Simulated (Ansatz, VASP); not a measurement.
CuGe4: VASP beside Ansatz

The input INCAR:

```
SYSTEM = CuGe4
PREC     = Accurate       ! precision mode
ENCUT    = 520            ! plane-wave cutoff, eV
EDIFF    = 1E-6           ! SCF threshold, eV
ISMEAR   = 0              ! smearing method
SIGMA    = 0.1            ! smearing width, eV
LREAL    = .False.        ! projectors in reciprocal space
LASPH    = .True.         ! aspherical terms in the spheres
NELM     = 60             ! most SCF steps
ALGO     = Normal         ! electronic algorithm
ISIF     = 2              ! what is computed and relaxed
LWAVE    = .False.        ! write WAVECAR
LCHARG   = .False.        ! write CHGCAR
LDIPOL   = .True.       
IDIPOL   = 3            
DIPOL    = 0.5 0.5 0.328
GGA      = PE             ! functional
IVDW     = 12             ! dispersion correction
NBANDS   = 42             ! bands
```

File KPOINTS:

```
Automatic mesh
0
Gamma
  9 9 1
  0 0 0
```

Contents of POSCAR:

```
CuGe4
1.0
    4.0303587907      0.0000000000      0.0000000000
   -2.0151793953      3.4903930991      0.0000000000
    0.0000000000      0.0000000000     21.5984135941
Ge Cu
4 1
Direct
    0.3333333333      0.6666666667      0.1851987871
    0.0000000000      0.0000000000      0.2232892486
    0.0000000000      0.0000000000      0.3443139717
    0.6666666667      0.3333333333      0.3795840634
    0.8888888889      0.7777777778      0.5092232143
```

Input for Ansatz:

```yaml
crystal:
  lattice:
    - [4.0303587933, 0.0, 0.0]
    - [-2.0151793967, 3.4903931014, 0.0]
    - [0.0, 0.0, 21.5984134729]
  atoms:
    - { symbol: Ge, position: [0.3333333333, 0.6666666667, 0.1851987881] }
    - { symbol: Ge, position: [0.0, 0.0, 0.2232892499] }
    - { symbol: Ge, position: [0.0, 0.0, 0.3443139757] }
    - { symbol: Ge, position: [0.6666666667, 0.3333333333, 0.3795840599] }
    - { symbol: Cu, position: [0.8888888889, 0.7777777778, 0.5092232115] }
basis:
  ecutwfc: 420
kpoints:
  mp_grid: { grid: [9, 9, 1] }
hamiltonian:
  xc: pbe
  pseudopotentials: { kind: paw, azcp: { folder: soft_1 } }
  dispersion: d3bj
scf:
  occupations: { method: gaussian, width: 0.1 }
output:
  forces: true
  eigenvalues: true
efield:
  axis: 3
  dipole_correction: true
  ramp_width: 0.04
```

Alike in both runs: task single point; functional PBE; dispersion D3(BJ); k mesh 9 × 9 × 1; occupations gaussian, width 0.1 eV; no spin polarisation.

|  | VASP | Ansatz |
| --- | --- | --- |
| version | VASP 6.6.1 | Ansatz 0.2.0 |
| potentials or method | VASP PAW PBE potentials, release 64 (Ge_d, Cu), cutoff 520 eV | scalar-relativistic, plane waves, PAW |
| valence electrons in the cell | 67 | 75 |

Ansatz gave:

| Item | Value |
| --- | --- |
| gap on the k mesh at the Fermi level (eV) | none |
| rms of the force components (eV/Å) | 0.338 |

What did VASP give for the same quantities?

gap on the k mesh at the Fermi level (eV): none; rms of the force components (eV/Å): 0.337.

Atom by atom the forces differ by 0.001 eV/Å (rms over components). A gap of «none» marks a metal or a gap that the smearing closes. VASP's potentials hold 67 valence electrons a cell and Ansatz's 75, so a difference there can come from the potentials and not from the codes.
